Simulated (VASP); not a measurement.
# Ga (P6_3/mmc) in VASP: relaxation of cell and atoms with PBE

Aim: the relaxation of cell and atoms of Ga with PBE.

Everything below comes from runs of VASP 6.6.1. Logs are shortened: lines on timing, memory, paths and dates and some standing lists are left out, and cuts for length are marked.

## (1) The cell of the first run

It takes space group P6_3/mmc (No. 194, hexagonal). Conventional cell: a = 3.043 Å, b = 3.043 Å, c = 4.757 Å, α = 90.00°, β = 90.00°, γ = 120.00°. Within 3.9 Å of Ga (site symmetry -6m2) lie 12 Ga at 2.96 to 3.04 Å.

This isn't the form of Ga at room conditions, which is orthorhombic.

## (2) Relaxation of cell and atoms, PBE

Contents of INCAR:

```
  PREC = Accurate
  ENCUT = 600
  EDIFF = 1E-6
  ISMEAR = 0
  SIGMA = 0.1
  LREAL = False
  LASPH = True
  NELM = 60
  ALGO = Fast
  ISIF = 3
  LWAVE = False
  LCHARG = False
  GGA = PE
  IBRION = 2
  NSW = 80
  EDIFFG = -0.01
```

Contents of KPOINTS:

```
regular mesh
0
Gamma
  15 15 10
```

Contents of POSCAR:

```
Ga
1.0
    3.0431913450      0.0000000000      0.0000000000
   -1.5215956725      2.6354810133      0.0000000000
    0.0000000000      0.0000000000      4.7573405585
Ga
2
Direct
    0.3333333333      0.6666666667      0.2500000000
    0.6666666667      0.3333333333      0.7500000000
```

Potentials or basis: VASP PAW PBE potentials, release 64 (Ga_d).

On the command line:

```console
$ cat potpaw_PBE.64/Ga_d/POTCAR > POTCAR
$ mpirun -np 1 vasp_std > vasp.out
```

OUTCAR:

```text
PREC = Accurate
   ENCUT = 600
   EDIFF = 1E-6
   ISMEAR = 0
   LREAL = False
   LASPH = True
   NELM = 60
   ISIF = 3
   GGA = PE
   IBRION = 2
   NSW = 80
   EDIFFG = -0.01

 ion  position               nearest neighbor table
   1  0.333  0.667  0.250-
   2  0.667  0.333  0.750-

  LATTYP: Found a hexagonal cell.
 ALAT       =     3.0431913450
 C/A-ratio  =     1.5632735570

  Lattice vectors:

 A1 = (   3.0431913450,   0.0000000000,   0.0000000000)
 A2 = (  -1.5215956725,   2.6354810133,   0.0000000000)
 A3 = (   0.0000000000,   0.0000000000,   4.7573405585)

Analysis of symmetry for initial positions (statically):
=====================================================================
 Subroutine PRICEL returns:
 Original cell was already a primitive cell.

 Routine SETGRP: Setting up the symmetry group for a
 hexagonal supercell.

 Subroutine GETGRP returns: Found 24 space group operations
 (whereof 12 operations were pure point group operations)
 out of a pool of 24 trial point group operations.

The static configuration has the point symmetry D_3d.
 The point group associated with its full space group is D_6h.

Analysis of symmetry for dynamics (positions and initial velocities):
=====================================================================
 Subroutine PRICEL returns:
 Original cell was already a primitive cell.

 Routine SETGRP: Setting up the symmetry group for a
 hexagonal supercell.

 Subroutine GETGRP returns: Found 24 space group operations
 (whereof 12 operations were pure point group operations)
 out of a pool of 24 trial point group operations.

The dynamic configuration has the point symmetry D_3d.
 The point group associated with its full space group is D_6h.

 Subroutine INISYM returns: Found 24 space group operations
 (whereof 12 operations are pure point group operations),
 and found     1 'primitive' translations

----------------------------------------------------------------------------------------

                                     Primitive cell

  volume of cell :      38.1552

  direct lattice vectors                    reciprocal lattice vectors
     3.043191345  0.000000000  0.000000000     0.328602407  0.189718688  0.000000000
    -1.521595672  2.635481013  0.000000000     0.000000000  0.379437376  0.000000000
     0.000000000  0.000000000  4.757340559     0.000000000  0.000000000  0.210201474

  length of vectors
     3.043191345  3.043191345  4.757340559     0.379437376  0.379437376  0.210201474

  position of ions in fractional coordinates (direct lattice)
     0.333333333  0.666666667  0.250000000
     0.666666667  0.333333333  0.750000000

  ion indices of the primitive-cell ions
   primitive index   ion index
                 1           1
                 2           2

----------------------------------------------------------------------------------------

 KPOINTS: regular mesh

Automatic generation of k-mesh.
 Grid dimensions read from file:
 generate k-points for:   15   15   10

 Generating k-lattice:

  Cartesian coordinates                     Fractional coordinates (reciprocal lattice)
     0.021906827  0.012647913  0.000000000     0.066666667 -0.000000000  0.000000000
     0.000000000  0.025295825  0.000000000     0.000000000  0.066666667  0.000000000
     0.000000000  0.000000000  0.021020147     0.000000000  0.000000000  0.100000000

  Length of vectors
     0.025295825  0.025295825  0.021020147

  Shift w.r.t. Gamma in fractional coordinates (k-lattice)
     0.000000000  0.000000000  0.000000000

 Subroutine IBZKPT returns following result:
 ===========================================

 Found    162 irreducible k-points:

 Following reciprocal coordinates:
            Coordinates               Weight
  0.000000  0.000000  0.000000      1.000000
  0.066667  0.000000  0.000000      6.000000
  0.133333 -0.000000  0.000000      6.000000
  0.200000 -0.000000  0.000000      6.000000
  0.266667 -0.000000  0.000000      6.000000
  0.333333  0.000000  0.000000      6.000000
[... 16 lines left out ...]
  0.333333  0.200000  0.000000     12.000000
  0.400000  0.200000  0.000000      6.000000
 [... further k-points ...]
   k-points           NKPTS =    162   k-points in BZ     NKDIM =    162   number of bands    NBANDS=     17
   number of dos      NEDOS =    301   number of ions     NIONS =      2
   total plane-waves  NPLWV =  23040
   dimension x,y,z NGX =    24 NGY =   24 NGZ =   40
   dimension x,y,z NGXF=    48 NGYF=   48 NGZF=   80
   ions per type =               2
   NGX,Y,Z   is equivalent  to a cutoff of  13.11, 13.11, 13.98 a.u.
   NGXF,Y,Z  is equivalent  to a cutoff of  26.22, 26.22, 27.96 a.u.
 SYSTEM =  unknown system
   PREC   = accura    normal or accurate (medium, high low for compatibility)
   ISTART =      0    job   : 0-new  1-cont  2-samecut
   ICHARG =      2    charge: 1-file 2-atom 10-const
   ISPIN  =      1    spin polarized calculation?
   LNONCOLLINEAR =      F non collinear calculations
   LSORBIT =      F    spin-orbit coupling
   LASPH  =      T    aspherical Exc in radial PAW
   ENCUT  =  600.0 eV  44.10 Ry    6.64 a.u.   6.08  6.08  9.50*2*pi/ulx,y,z
   NELM   =     60;   NELMIN=  2; NELMDL= -5     # of ELM steps
   EDIFF  = 0.1E-05   stopping-criterion for ELM
   LREAL  =      F    real-space projection
   EDIFFG = -.1E-01   stopping-criterion for IOM
   NSW    =     80    number of steps for IOM
   IBRION =      2    ionic relax: 0-MD 1-quasi-New 2-CG
   NFREE  =      1    steps in history (QN), initial steepest desc. (CG)
   ISIF   =      3    stress and relaxation
   ISYM   =      2    0-nonsym 1-usesym 2-fastsym
   POTIM  = 0.5000    time-step for ionic-motion
   TEBEG  =    0.0;   TEEND  =   0.0 temperature during run
   PSTRESS=    0.0 pullay stress
   NELECT =      26.0000    total number of electrons
   NUPDOWN=      -1.0000    fix difference up-down
   EMIN   =  10.00;   EMAX   =-10.00  energy-range for DOS
   EFERMI =   0.00;   METHOD = LEGACY
   ISMEAR =     0;   SIGMA  =   0.10  broadening in eV -4-tet -1-fermi 0-gaus
   EFERMI_NEDOS =   21; number of points for ismear=-14 and -15
   IALGO  =     68    algorithm
   IMIX   =      4    mixing-type and parameters
     AMIX     =   0.40;   BMIX     =  1.00
     AMIX_MAG =   1.60;   BMIX_MAG =  1.00
  volume/ion in A,a.u.               =      19.08       128.74
  Fermi-wavevector in a.u.,A,eV,Ry     =   1.440616  2.722369 28.237173  2.075374
  Thomas-Fermi vector in A             =   2.559340
   LORBIT       =      0    0 simple, 1 ext, 2 COOP (PROOUT), +10 PAW based schemes
   GGA     = PE    functional components
   LHFCALC =     F    Hartree Fock is set to
   AEXX    =    0.0000 exact exchange contribution
   IVDW    =     0    specifies the selected vdW correction
   LEPSILON=     F    determine dielectric tensor
   LRPA    =     F    only Hartree local field effects (RPA)
 conjugate gradient relaxation of ions
 non-spin polarized calculation
 RMM-DIIS sequential band-by-band and
 Gauss-broadening in eV      SIGMA  =   0.10
  energy-cutoff  :      600.00
  volume of cell :       38.16
 maximum number of plane-waves:      1296
   NGX = 13   NGY = 13   NGZ = 19

--------------------------------------- Ionic step        1  -------------------------------------------

 number of electron      25.9999987 magnetization

 Free energy of the ion-electron system (eV)
  ---------------------------------------------------
  ext. energy  EPLUGINS =         0.00000000
  ---------------------------------------------------
  free energy    TOTEN  =        -5.75782870 eV

  energy without entropy =       -5.75364466  energy(sigma->0) =       -5.75573668

------------------------ aborting loop because EDIFF is reached ----------------------------------------

  FORCE on cell =-STRESS in cart. coord.  units (eV):
  Direction    XX          YY          ZZ          XY          YZ          ZX
  --------------------------------------------------------------------------------------
  -------------------------------------------------------------------------------------
  Total       -0.0988281     -0.0988281      0.2882281      0.0000000     -0.0000000      0.0000000
  in kB       -4.1498986     -4.1498986     12.1030145      0.0000000     -0.0000000      0.0000000
  external PRESSURE =       1.2677391 kB  Pullay stress =       0.0000000 kB

 VOLUME and BASIS-vectors are now :
 -----------------------------------------------------------------------------
  energy-cutoff  :      600.00
  volume of cell :       38.16
      direct lattice vectors                 reciprocal lattice vectors
     3.043191345  0.000000000  0.000000000     0.328602407  0.189718688  0.000000000
    -1.521595672  2.635481013  0.000000000     0.000000000  0.379437376  0.000000000
     0.000000000  0.000000000  4.757340559     0.000000000  0.000000000  0.210201474
[... 253 lines left out ...]
 POSITION                                       TOTAL-FORCE (eV/Angst)
 -----------------------------------------------------------------------------------
     -0.00000      1.73827      1.21340         0.000000     -0.000000      0.000000
      1.50539      0.86914      3.64019        -0.000000      0.000000     -0.000000
 -----------------------------------------------------------------------------------
    total drift:                               -0.000000      0.000000      0.000000

  FREE ENERGIE OF THE ION-ELECTRON SYSTEM (eV)
  ---------------------------------------------------
  free  energy   TOTEN  =        -5.7625768157 eV

  energy  without entropy=       -5.7588795138  energy(sigma->0) =       -5.76072816

--------------------------------------- Ionic step        9  -------------------------------------------

 number of electron      25.9999998 magnetization

 Free energy of the ion-electron system (eV)
  ---------------------------------------------------
  ext. energy  EPLUGINS =         0.00000000
  ---------------------------------------------------
  free energy    TOTEN  =        -5.76261605 eV

  energy without entropy =       -5.75895814  energy(sigma->0) =       -5.76078709

 E-fermi :   5.4833     XC(G=0): -10.9657

 val. band max:        5.4502425150   @ k =   0.2667   0.1333   0.3000
 cond. band min:       5.5006332439   @ k =   0.2667   0.2667   0.0000
 fundamental gap:      0.0503907289
 Fermi energy:         5.4833333946

 k-point     1 :       0.0000    0.0000    0.0000
  band No.  band energies     occupation
      1      -9.5025      2.00000
      2      -9.4241      2.00000
      3      -9.4133      2.00000
      4      -9.4133      2.00000
      5      -9.3908      2.00000
      6      -9.3908      2.00000
[... 9 lines left out ...]
     16      16.8358      0.00000
     17      16.8358      0.00000
[... 441 lines left out ...]
 k-point    24 :       0.4000    0.2000    0.0000
  band No.  band energies     occupation
      1      -9.5212      2.00000
      2      -9.4984      2.00000
      3      -9.4131      2.00000
      4      -9.4126      2.00000
      5      -9.3576      2.00000
      6      -9.3275      2.00000
[... 9 lines left out ...]
     16       7.2279      0.00000
     17       8.9534      0.00000

 [... further k-points ...]
[... 5 lines left out ...]
  --------------------------------------------------------------------------------------
  -------------------------------------------------------------------------------------
  Total        0.0009760      0.0009760     -0.0121769      0.0000000      0.0000000      0.0000000
  in kB        0.0409879      0.0409879     -0.5113757      0.0000000      0.0000000      0.0000000
  external PRESSURE =      -0.1431333 kB  Pullay stress =       0.0000000 kB

 VOLUME and BASIS-vectors are now :
 -----------------------------------------------------------------------------
  energy-cutoff  :      600.00
  volume of cell :       38.15
      direct lattice vectors                 reciprocal lattice vectors
     3.012512394  0.000000000  0.000000000     0.331948842  0.191650753  0.000000000
    -1.506256197  2.608912262  0.000000000     0.000000000  0.383301506  0.000000000
     0.000000000 -0.000000000  4.854229260     0.000000000 -0.000000000  0.206005927

 POSITION                                       TOTAL-FORCE (eV/Angst)
 -----------------------------------------------------------------------------------
     -0.00000      1.73927      1.21356        -0.000000     -0.000000      0.000000
      1.50626      0.86964      3.64067         0.000000      0.000000     -0.000000
 -----------------------------------------------------------------------------------
    total drift:                               -0.000000      0.000000      0.000000

  FREE ENERGIE OF THE ION-ELECTRON SYSTEM (eV)
  ---------------------------------------------------
  free  energy   TOTEN  =        -5.7626160454 eV

  energy  without entropy=       -5.7589581394  energy(sigma->0) =       -5.76078709

 reached required accuracy - stopping structural energy minimisation
```

Run time: 4.8 min. Hardware: 1 thread of Intel Xeon Platinum 8488C (Sapphire Rapids), shared host; peak memory 0.25 GiB.

Results:

- Free energy: -5.7626 eV
- Relaxed volume: 19.08 Å³/atom
- Relaxed cell: a = 3.013 Å, b = 3.013 Å, c = 4.854 Å, α = 90.00°, β = 90.00°, γ = 120.00°
- Space group after relaxing (to 0.1 Å): P6_3/mmc (No. 194)
- Energy gained by relaxing: 2.4 meV/atom
- Ionic steps: 9
- Pressure after relaxing: 0.0 GPa
- Band gap on the k mesh: zero (bands 13 and 14 overlap by 7.43 eV)

Step by step:
| step | energy change (eV) | largest force (eV/Å) | pressure (GPa) | volume (Å³) |
| --- | --- | --- | --- | --- |
| 1 | 0.0000 | 0.0000 | 0.13 | 38.16 |
| 2 | -0.0024 | 0.0000 | 0.07 | 38.24 |
| 3 | -0.0042 | 0.0000 | -0.31 | 38.47 |
| 4 | -0.0047 | 0.0000 | -0.26 | 38.41 |
| 5 | -0.0047 | 0.0000 | -0.20 | 38.39 |
| 6 | -0.0047 | 0.0000 | -0.23 | 38.40 |
| 7 | -0.0048 | 0.0000 | -0.10 | 38.20 |
| 8 | -0.0047 | 0.0000 | 0.06 | 38.10 |
| 9 | -0.0048 | 0.0000 | -0.01 | 38.15 |

Final structure:
```
Ga
1.0
     3.01251    0.00000    0.00000
    -1.50626    2.60891    0.00000
     0.00000    0.00000    4.85423
Ga
2
Direct
  0.33333 0.66667 0.25000
  0.66667 0.33333 0.75000
```

The gap in the log of VASP goes by the Fermi energy; the results here count the filled bands.